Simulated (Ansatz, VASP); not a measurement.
# MgB3: VASP beside Ansatz

```
Mg B
1.0
     5.12939    0.00000    0.00000
    -2.56469    4.44218    0.00000
     0.00000    0.00000    3.29448
Mg B
2 6
Cartesian
  0.0000 2.9615 2.4709
  2.5647 1.4807 0.8236
  2.5647 3.4272 2.4709
  0.0000 1.0150 0.8236
  0.8790 0.5075 2.4709
  1.6857 3.9347 0.8236
  -1.6857 3.9347 0.8236
  4.2504 0.5075 2.4709
```

Alike in both runs: functional PBE; k mesh 12 × 12 × 12; occupations gaussian, width 0.1 eV; no spin polarisation.

Ansatz relaxed the structure, and its values are those at the end. VASP's run is a single point on that final structure, the one shown.

|  | VASP | Ansatz |
| --- | --- | --- |
| version | VASP 6.6.1 | Ansatz 0.2.0 |
| potentials or method | VASP PAW PBE potentials, release 64 (Mg, B), cutoff 600 eV | scalar-relativistic, plane waves, PAW |
| valence electrons in the cell | 22 | 38 |

```tsv
	VASP	Ansatz	Ansatz less VASP
gap on the k mesh at the Fermi level (eV)	none	none	-
pressure (GPa)	-0.2	0.0	+0.22
rms of the force components (eV/Å)	0.013	0.001	-0.0122
```

A gap of «none» marks a metal or a gap that the smearing closes. The functional is the same, so the differences come from potentials, cutoffs and numerics. VASP's potentials hold 22 valence electrons a cell and Ansatz's 38, so a difference there can come from the potentials and not from the codes.
